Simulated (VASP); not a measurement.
## LiPtSe2: single point with PBE

LiPtSe2:

```
CELL_PARAMETERS angstrom
3.72400 0.00000 0.00000
-1.86200 3.22508 0.00000
0.00000 0.00000 9.46200
ATOMIC_POSITIONS crystal
Li 0.00000 0.00000 0.25000
Li 0.00000 0.00000 0.75000
Pt 0.00000 0.00000 0.00000
Pt 0.00000 0.00000 0.50000
Se 0.33333 0.66667 0.13375
Se 0.66667 0.33333 0.86625
Se 0.66667 0.33333 0.63375
Se 0.33333 0.66667 0.36625
```

```
Program                : VASP 6.6.1
Task                   : single point
Functional             : PBE
Potentials or basis    : VASP PAW PBE potentials, release 64 (Li_sv, Pt, Se)
Cutoff                 : 520 eV
k mesh                 : 6 × 6 × 2
Occupations            : gaussian, width 0.1 eV
Spin                   : no spin polarisation
Dipole correction      : no
Further INCAR settings : ALGO = Normal; EDIFF = 1e-06; NBANDS = 35
```

| Property | Result |
| --- | --- |
| Largest force | 3.706 eV/Å |
| Band gap on the k mesh | zero (bands 25 and 26 overlap by 1.94 eV) |

Forces on the atoms (eV/Å):
```
Li   0.000  0.000  0.000
Li   0.000  0.000  0.000
Pt   0.000  0.000  0.000
Pt   0.000  0.000  0.000
Se   0.000  0.000 -3.706
Se   0.000  0.000  3.706
Se   0.000  0.000 -3.706
Se   0.000  0.000  3.706
```

Levels at points of the mesh, in eV from the Fermi level:
| k point | band 22 | band 23 | band 24 | band 25 | band 26 | band 27 |
| --- | --- | --- | --- | --- | --- | --- |
| (0.00, 0.00, 0.00) | -1.77 | -0.97 | -0.97 | -0.63 | 0.54 | 1.03 |
| (0.50, 0.00, 0.00) | -3.69 | -2.21 | -1.23 | -0.65 | 0.08 | 0.90 |
| (0.00, 0.00, 0.50) | -3.48 | -0.05 | -0.05 | 0.92 | 0.92 | 0.92 |
| (0.50, 0.00, 0.50) | -3.71 | -1.62 | -1.62 | 0.21 | 0.21 | 0.90 |

Run time: 29 s on 1 thread of Intel(R) Xeon(R) 6975P-C (Granite Rapids), with other jobs on the host, peak memory 0.24 GiB.

Caveat: spin-orbit coupling is left out, which moves the levels of the heavy elements; forces of over 1 eV/Å act on the atoms, so gaps and moduli don't describe the material at rest.
